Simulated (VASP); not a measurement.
Wanted: the native input for a VASP 6.6.1 run.

| Quantity | Value |
| --- | --- |
| Task | single point |
| Functional | PBE |
| Potentials or basis | VASP PAW PBE potentials, release 64 (C) |
| Cutoff | 520 eV |
| k mesh | 21 × 21 × 21 |
| Occupations | fermi-dirac, width 0.0612256 eV |
| Spin | no spin polarisation |
| Dipole correction | no |
| Further INCAR settings | ALGO = Normal; EDIFF = 1e-07; NBANDS = 8 |

The structure of C lies in POSCAR:

```
C
1.0
    1.7999441135      0.0000000000      0.0000000000
    0.0000000000      1.7999441135      0.0000000000
    0.0000000000      0.0000000000      1.7999441135
C
1
Direct
    0.0000000000      0.0000000000      0.0000000000
```

One way to write it, as run:

INCAR

```
  PREC = Accurate
  ENCUT = 520
  EDIFF = 1E-7
  ISMEAR = -1
  SIGMA = 0.06122561905347299
  LREAL = F
  LASPH = T
  NELM = 80
  ALGO = Normal
  ISIF = 2
  LWAVE = F
  LCHARG = F
  GGA = PE
  NBANDS = 8
```

KPOINTS

```
regular mesh
0
Gamma
  21 21 21
```

Potentials or basis: VASP PAW PBE potentials, release 64 (C).

Command:

```bash
$ cat potpaw_PBE.64/C/POTCAR > POTCAR
$ mpirun -np 1 vasp_std > vasp.out
```

Results of the run:

```yaml
Pressure: -11.6 GPa
Band_gap_on_the_k_mesh: zero (band 2 reaches 19.15 eV, above the bottom of band 3 at 7.51 eV)
```

It took 16 s on 1 thread of AMD EPYC 7R13 (shared host), peak memory 0.08 GiB.
